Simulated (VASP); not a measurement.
# Mo12Cl in VASP: single point with PBE

Aim: the single point of Mo12Cl with PBE.

Program: VASP 6.6.1. These are calculated values, not measurements. Logs are shortened: lines on timing, memory, paths and dates and some standing lists are left out, and cuts for length are marked.

## Step 1: The cell of the first run

The cell holds a slab with vacuum, 13 atoms: a = 5.474 Å, b = 5.474 Å, c = 19.808 Å, α = 90.00°, β = 90.00°, γ = 109.47°.

## Step 2: Single point, PBE

INCAR

```
ALGO = Normal
DIPOL = 0.5 0.5 0.327
EDIFF = 1E-6
ENCUT = 520
GGA = PE
IDIPOL = 3
ISIF = 2
ISMEAR = 0
LASPH = True
LCHARG = False
LDIPOL = True
LREAL = False
LWAVE = False
NBANDS = 100
NELM = 80
PREC = Accurate
SIGMA = 0.1
```

KPOINTS

```
k-points
0
Gamma
  5 5 1
```

POSCAR

```
Mo12Cl
1.0
    5.4740909335      0.0000000000      0.0000000000
   -1.8246969778      5.1610224265      0.0000000000
    0.0000000000      0.0000000000     19.8082441086
Mo Cl
12 1
Direct
    0.2500000000      0.2500000000      0.2019361221
    0.2500000000      0.7500000000      0.2019361221
    0.7500000000      0.2500000000      0.2019361221
    0.7500000000      0.7500000000      0.2019361221
    0.0000000000      0.0000000000      0.3106875862
    0.0000000000      0.5000000000      0.3106875862
    0.5000000000      0.0000000000      0.3106875862
    0.5000000000      0.5000000000      0.3106875862
    0.2500000000      0.2500000000      0.4194336491
    0.2500000000      0.7500000000      0.4194336491
    0.7500000000      0.2500000000      0.4194336491
    0.7500000000      0.7500000000      0.4194336491
    0.4166666667      0.4166666667      0.5270361113
```

Potentials or basis: VASP PAW PBE potentials, release 64 (Mo_sv, Cl).

On the command line:

```bash
> cat potpaw_PBE.64/Mo_sv/POTCAR potpaw_PBE.64/Cl/POTCAR > POTCAR
> mpirun -np 1 vasp_std > vasp.out
```

OUTCAR:

```text
EDIFF = 1E-6
   ENCUT = 520
   GGA = PE
   ISIF = 2
   ISMEAR = 0
   LASPH = True
   LREAL = False
   NELM = 80
   PREC = Accurate

 ion  position               nearest neighbor table
   1  0.250  0.250  0.202-   5 2.67   8 2.67   2 2.74   2 2.74   3 2.74   3 2.74   7 3.10   6 3.10
                             4 3.16   4 3.16
   2  0.250  0.750  0.202-   6 2.67   7 2.67   1 2.74   1 2.74   4 2.74   4 2.74   5 3.10   8 3.10
                             3 3.16   3 3.16
   3  0.750  0.250  0.202-   6 2.67   7 2.67   4 2.74   4 2.74   1 2.74   1 2.74   5 3.10   8 3.10
                             2 3.16   2 3.16
   4  0.750  0.750  0.202-   5 2.67   8 2.67   3 2.74   3 2.74   2 2.74   2 2.74   7 3.10   6 3.10
                             1 3.16   1 3.16
   5  0.000  0.000  0.311-   9 2.67  12 2.67   1 2.67   4 2.67   6 2.74   6 2.74   7 2.74   7 2.74
                            11 3.10  10 3.10   3 3.10   2 3.10   8 3.16   8 3.16
   6  0.000  0.500  0.311-  10 2.67  11 2.67   2 2.67   3 2.67   5 2.74   5 2.74   8 2.74   8 2.74
                             9 3.10  12 3.10   1 3.10   4 3.10   7 3.16   7 3.16
   7  0.500  0.000  0.311-  10 2.67  11 2.67   2 2.67   3 2.67   8 2.74   8 2.74   5 2.74   5 2.74
                             9 3.10  12 3.10   1 3.10   4 3.10   6 3.16   6 3.16
   8  0.500  0.500  0.311-   9 2.67  12 2.67   1 2.67   4 2.67   7 2.74   7 2.74   6 2.74   6 2.74
                            11 3.10  10 3.10   3 3.10   2 3.10   5 3.16   5 3.16
   9  0.250  0.250  0.419-  13 2.38   8 2.67   5 2.67  10 2.74  10 2.74  11 2.74  11 2.74   6 3.10
                             7 3.10  12 3.16  12 3.16
  10  0.250  0.750  0.419-   6 2.67   7 2.67   9 2.74   9 2.74  12 2.74  12 2.74   5 3.10   8 3.10
                            11 3.16  11 3.16
  11  0.750  0.250  0.419-   6 2.67   7 2.67  12 2.74  12 2.74   9 2.74   9 2.74   5 3.10   8 3.10
                            10 3.16  10 3.16
  12  0.750  0.750  0.419-   5 2.67   8 2.67  11 2.74  11 2.74  10 2.74  10 2.74  13 3.00   6 3.10
                             7 3.10   9 3.16   9 3.16
  13  0.417  0.417  0.527-   9 2.38  12 3.00

  LATTYP: Found a base centered orthorhombic cell.
 ALAT       =     6.3209357480
 B/A-ratio  =     1.4142135624
 C/A-ratio  =     3.1337518523

  Lattice vectors:

 A1 = (   5.4740909335,   0.0000000000,   0.0000000000)
 A2 = (  -1.8246969778,   5.1610224265,   0.0000000000)
 A3 = (   0.0000000000,   0.0000000000,  19.8082441086)

Analysis of symmetry for initial positions (statically):
=====================================================================
 Subroutine PRICEL returns:
 Original cell was already a primitive cell.

 Routine SETGRP: Setting up the symmetry group for a
 base centered orthorhombic supercell.

[... 149 lines left out ...]
   GGA     = PE    functional components
   LHFCALC =     F    Hartree Fock is set to
   AEXX    =    0.0000 exact exchange contribution
   IVDW    =     0    specifies the selected vdW correction
   LEPSILON=     F    determine dielectric tensor
   LRPA    =     F    only Hartree local field effects (RPA)
 non-spin polarized calculation
 Gauss-broadening in eV      SIGMA  =   0.10
  energy-cutoff  :      520.00
  volume of cell :      559.62
 maximum number of plane-waves:     15102
 NGX is ok and might be reduce to    42
   NGX = 21   NGY = 21   NGZ = 73

 dipolmoment           0.000000      0.000000     -0.001508 electrons x Angstroem

 number of electron     174.9999984 magnetization

 dipolmoment           0.000000      0.000000      0.020559 electrons x Angstroem

 Free energy of the ion-electron system (eV)
  ---------------------------------------------------
  ext. energy  EPLUGINS =         0.00000000
  ---------------------------------------------------
  free energy    TOTEN  =      -125.12193068 eV

  energy without entropy =     -125.05631568  energy(sigma->0) =     -125.08912318

 E-fermi :   1.5319     XC(G=0):  -5.8226

 val. band max:        1.5294315629   @ k =   0.2000   0.2000   0.0000
 cond. band min:       1.5472256903   @ k =  -0.4000   0.4000   0.0000
 fundamental gap:      0.0177941274
 Fermi energy:         1.5318655407

 k-point     1 :       0.0000    0.0000    0.0000
  band No.  band energies     occupation
      1     -59.7605      2.00000
      2     -59.5835      2.00000
      3     -59.5692      2.00000
      4     -59.5339      2.00000
      5     -59.5153      2.00000
      6     -59.4299      2.00000
[... 907 lines left out ...]
     98       2.3717      0.00000
     99       2.4387      0.00000
 [bands above 99 left out]

------------------------ aborting loop because EDIFF is reached ----------------------------------------

 vacuum level on the upper side and lower side of the slab       (xc-potential included)        -0.039        -0.126

  FORCE on cell =-STRESS in cart. coord.  units (eV):
  Direction    XX          YY          ZZ          XY          YZ          ZX
  --------------------------------------------------------------------------------------
  -------------------------------------------------------------------------------------
  Total       -9.8798014     -9.0763304      0.9250553      1.1362796      1.2201959      0.8628087
  in kB      -28.2855784    -25.9852647      2.6484059      3.2531348      3.4933848      2.4701957
  external PRESSURE =     -17.2074791 kB  Pullay stress =       0.0000000 kB

 VOLUME and BASIS-vectors are now :
 -----------------------------------------------------------------------------
  energy-cutoff  :      520.00
  volume of cell :      559.62
      direct lattice vectors                 reciprocal lattice vectors
     5.474090934  0.000000000  0.000000000     0.182678734  0.064586686  0.000000000
    -1.824696978  5.161022426  0.000000000     0.000000000  0.193760057  0.000000000
     0.000000000  0.000000000 19.808244109     0.000000000  0.000000000  0.050484031

 POSITION                                       TOTAL-FORCE (eV/Angst)
 -----------------------------------------------------------------------------------
      0.91235      1.29026      4.00000        -0.039549     -0.055931      0.020582
      0.00000      3.87077      4.00000        -0.072883      0.038128     -0.065405
      3.64939      1.29026      4.00000         0.060242     -0.056005     -0.065405
      2.73705      3.87077      4.00000         0.111025      0.157012      0.167635
      0.00000      0.00000      6.15418        -0.182473     -0.258056     -0.505517
     -0.91235      2.58051      6.15418         0.076785     -0.031333      0.087096
      2.73705      0.00000      6.15418        -0.055136      0.061949      0.087096
      1.82470      2.58051      6.15418         0.004986      0.007052     -0.238430
      0.91235      1.29026      8.30824        -0.221375     -0.313071      0.137222
      0.00000      3.87077      8.30824        -0.157982      0.106424      0.188869
      3.64939      1.29026      8.30824         0.152998     -0.113473      0.188869
      2.73705      3.87077      8.30824        -0.042849     -0.060597     -0.018123
      1.52058      2.15043     10.43966         0.366211      0.517900      0.015512
 -----------------------------------------------------------------------------------
    total drift:                               -0.000004     -0.000005      0.001386

  FREE ENERGIE OF THE ION-ELECTRON SYSTEM (eV)
  ---------------------------------------------------
  free  energy   TOTEN  =      -125.1219306769 eV

  energy  without entropy=     -125.0563156803  energy(sigma->0) =     -125.08912318

 vacuum level on the upper side and lower side of the slab         6.257         6.166
```

stdout:

```text
POSCAR found type information on POSCAR MoCl
 POSCAR found :  2 types and      13 ions
 scaLAPACK will be used
 LDA part: xc-table for (Slater+PW92), standard interpolation
 POSCAR, INCAR and KPOINTS ok, starting setup
 FFT: planning ... GRIDC
 FFT: planning ... GRID_SOFT
 FFT: planning ... GRID
 WAVECAR not read
 entering main loop
```

Wall time 46 min (1 thread of Intel Xeon 8259CL, shared host); peak memory 0.76 GiB.

Results:

```
Free energy            : -125.1219 eV
Largest force          : 0.634 eV/Å
Band gap on the k mesh : zero (an odd number of electrons rules out a gap without spin polarisation)
```

Forces on the atoms (eV/Å):
```
Mo  -0.040 -0.056  0.021
Mo  -0.073  0.038 -0.065
Mo   0.060 -0.056 -0.065
Mo   0.111  0.157  0.168
Mo  -0.182 -0.258 -0.506
Mo   0.077 -0.031  0.087
Mo  -0.055  0.062  0.087
Mo   0.005  0.007 -0.238
Mo  -0.221 -0.313  0.137
Mo  -0.158  0.106  0.189
Mo   0.153 -0.113  0.189
Mo  -0.043 -0.061 -0.018
Cl   0.366  0.518  0.016
```

Levels at points of the mesh, in eV from the Fermi level:
| k point | band 85 | band 86 | band 87 | band 88 | band 89 | band 90 |
| --- | --- | --- | --- | --- | --- | --- |
| (0.00, 0.00, 0.00) | 0.37 | 0.50 | 0.82 | 1.24 | 1.26 | 1.28 |

Caveat: an odd number of electrons without spin polarisation forces a metal; a magnetic or distorted state may lie lower.
